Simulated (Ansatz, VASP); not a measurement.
## NaI: VASP beside Ansatz

Contents of POSCAR:

```
NaI
1.0
    0.0000000000      3.2333530289      3.2333530289
    3.2333530289      0.0000000000      3.2333530289
    3.2333530289      3.2333530289      0.0000000000
Na I
1 1
Direct
    0.0000000000      0.0000000000      0.0000000000
    0.5000000000      0.5000000000      0.5000000000
```

The input INCAR.step1:

```
SYSTEM = NaI
  PREC = Accurate
  ENCUT = 520
  ISMEAR = 0
  SIGMA = 0.01
  LREAL = .False.
  LASPH = .True.
  NELM = 80
  NBANDS = 14
  GGA = PE
  ALGO = Normal
  EDIFF = 1E-4
  LWAVE = .True.
  LCHARG = .False.
```

Contents of INCAR.step2:

```
SYSTEM = NaI
  PREC = Accurate
  ENCUT = 520
  EDIFF = 1E-6
  ISMEAR = 0
  SIGMA = 0.01
  LREAL = .False.
  LASPH = .True.
  NELM = 80
  ALGO = Normal
  ISIF = 2
  LWAVE = .False.
  LCHARG = .False.
  METAGGA = R2SCAN
  LMIXTAU = .True.
  NBANDS = 14
  ISTART = 1
```

File KPOINTS:

```
regular mesh
0
Gamma
  6 6 6
  0 0 0
```

Input for Ansatz:

```yaml
crystal:
  lattice:
    - [0.0, 3.23335302893, 3.23335302893]
    - [3.23335302893, 0.0, 3.23335302893]
    - [3.23335302893, 3.23335302893, 0.0]
  atoms:
    - { symbol: Na, position: [0.0, 0.0, 0.0] }
    - { symbol: I, position: [0.5, 0.5, 0.5] }
kpoints:
  mp_grid: { grid: [6, 6, 6] }
scf:
  occupations: { method: fixed }
  convergence: { dr2_threshold: 1.0e-10 }
hamiltonian:
  xc: r2scan
  pseudopotentials: { kind: paw }
output:
  forces: true
  stress: true
  eigenstates:
    kpoints:
      - [0.0, 0.0, 0.0]
      - [0.0, -0.5, -0.5]
      - [-0.5, 0.0, -0.5]
      - [-0.5, -0.5, 0.0]
      - [-0.5, 0.0, 0.0]
      - [0.0, -0.5, 0.0]
      - [0.0, 0.0, -0.5]
      - [-0.5, -0.5, -0.5]
  eigenvalues: true
```

Change from the starting cell: unstrained, PAW files.

Alike in both runs: task single point; functional r2SCAN; k mesh 6 × 6 × 6; no spin polarisation.

|  | VASP | Ansatz |
| --- | --- | --- |
| version | VASP 6.6.1 | Ansatz 0.2.0 |
| potentials or method | VASP PAW PBE potentials, release 64 (Na_pv, I) | PAW with Ansatz's default frozen-core files, scalar-relativistic |
| plane-wave cutoff (eV) | 520 | 500 |
| occupations | gaussian, width 0.01 eV | fixed |
| valence electrons in the cell | 14 | 26 |

VASP gave:

```
gap on the k mesh at the Fermi level (eV) : 4.45
pressure (GPa)                            : -0.1
```

Question: Estimate Ansatz's values.

Answer: gap on the k mesh at the Fermi level (eV): 4.44; pressure (GPa): 0.0.

VASP's potentials were made for PBE, not for r2SCAN. VASP's potentials hold 14 valence electrons a cell and Ansatz's 26, so a difference there can come from the potentials and not from the codes.

Spin-orbit coupling is off throughout.
